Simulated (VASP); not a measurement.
Set up this calculation in VASP 6.6.1, as the native input.

```yaml
Task: single point
Functional: LDA
Potentials_or_basis: VASP PAW LDA potentials, release 64 (Pb_d)
Cutoff: 520 eV
k_mesh: 12 × 12 × 8
Occupations: fermi-dirac, width 0.1 eV
Spin: no spin polarisation
Dipole_correction: no
Further_INCAR_settings: ALGO = Normal; EDIFF = 1e-06; NBANDS = 21
```

The structure of Pb lies in POSCAR:

```
Pb
1.0
   -2.9392965385      2.9052875300      1.5879131214
    2.9052875300     -2.9392965385      1.5879131214
    3.0058423331      3.0058423331     -1.6502006827
Pb
2
Direct
    0.9984899846      0.0015100154      1.0000000000
    0.7515100154      0.2484899846      0.5000000000
```

The input as run:

INCAR

```
PREC     = Accurate       # precision mode
ENCUT    = 520            # plane-wave cutoff, eV
EDIFF    = 1E-6           # SCF threshold, eV
ISMEAR   = -1             # smearing method
SIGMA    = 0.1            # smearing width, eV
LREAL    = False          # projectors in reciprocal space
LASPH    = True           # aspherical terms in the spheres
NELM     = 80             # most SCF steps
ALGO     = Normal         # electronic algorithm
ISIF     = 2              # what is computed and relaxed
LWAVE    = False          # write WAVECAR
LCHARG   = False          # write CHGCAR
NBANDS   = 21             # bands
```

KPOINTS

```
Automatic mesh
0
Gamma
  12 12 8
```

Potentials or basis: VASP PAW LDA potentials, release 64 (Pb_d).

The run is started by

```bash
$ cat potpaw_LDA.64/Pb_d/POTCAR > POTCAR
$ mpirun -np 1 vasp_std > vasp.out
```

Results of the run:

* Pressure: 5.2 GPa
* Largest force: 0.009 eV/Å
* Band gap on the k mesh: zero (bands 14 and 15 overlap by 4.01 eV)

Caveat: the cell stands under pressure; spin-orbit coupling is left out, which moves the levels of the heavy elements.

It took 4.3 min on 1 thread of Oxide Virtual Turin-like Processor, with other jobs on the host, peak memory 0.36 GiB.
